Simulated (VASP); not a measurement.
The system is ReSb2.

```xyz
3
Lattice="3.3146 0.0000 0.0000 -1.6573 2.8706 0.0000 0.0000 0.0000 9.5637" Properties=species:S:1:pos:R:3 pbc="T T T"
Re    0.0000    0.0000    0.0000
Sb    0.0000    1.9137    2.0205
Sb    1.6573    0.9569    7.5432
```

```yaml
Program: VASP 6.6.1
Task: relaxation of shape and atoms at fixed volume
Functional: PBE
Potentials_or_basis: VASP PAW PBE potentials, release 64 (Re, Sb)
Cutoff: 600 eV
k_mesh: 12 × 12 × 4
Occupations: gaussian, width 0.05 eV
Spin: no spin polarisation
```

At the start: pressure -2.5 GPa; volume 30.33 Å³/atom.

Question: Where does the relaxation end?

Answer: Over 12 steps the energy falls by 6.6 meV/atom; space group P-3m1 (No. 164, to 0.1 Å) before and after.

Step by step:
| step | energy change (eV) | largest force (eV/Å) | pressure (GPa) | volume (Å³) |
| --- | --- | --- | --- | --- |
| 1 | 0.0000 | 0.3739 | -2.48 | 91.00 |
| 2 | -0.0093 | 0.1650 | -1.58 | 91.00 |
| 3 | -0.0111 | 0.0447 | -0.45 | 91.00 |
| 4 | -0.0115 | 0.0384 | -0.84 | 91.00 |
| 5 | -0.0140 | 0.0199 | -0.72 | 91.00 |
| 6 | -0.0194 | 0.0144 | -0.30 | 91.00 |
| 7 | -0.0193 | 0.0518 | -0.10 | 91.00 |
| 8 | -0.0196 | 0.0296 | -0.22 | 91.00 |
| 9 | -0.0196 | 0.0272 | -0.23 | 91.00 |
| 10 | -0.0197 | 0.0145 | -0.08 | 91.00 |
| 11 | -0.0197 | 0.0006 | -0.13 | 91.00 |
| 12 | -0.0197 | 0.0052 | -0.04 | 91.00 |

Final structure:
```xyz
3
Lattice="3.2828 0.0000 0.0000 -1.6414 2.8430 0.0000 0.0000 0.0000 9.7501" Properties=species:S:1:pos:R:3 pbc="T T T"
Re    3.2828    0.0000    0.0000
Sb    0.0000    1.8953    2.0021
Sb    1.6414    0.9477    7.7480
```

Caveat: the relaxation moved the vacuum too, so the length across it says nothing of the material; an odd number of electrons without spin polarisation forces a metal; a magnetic or distorted state may lie lower.
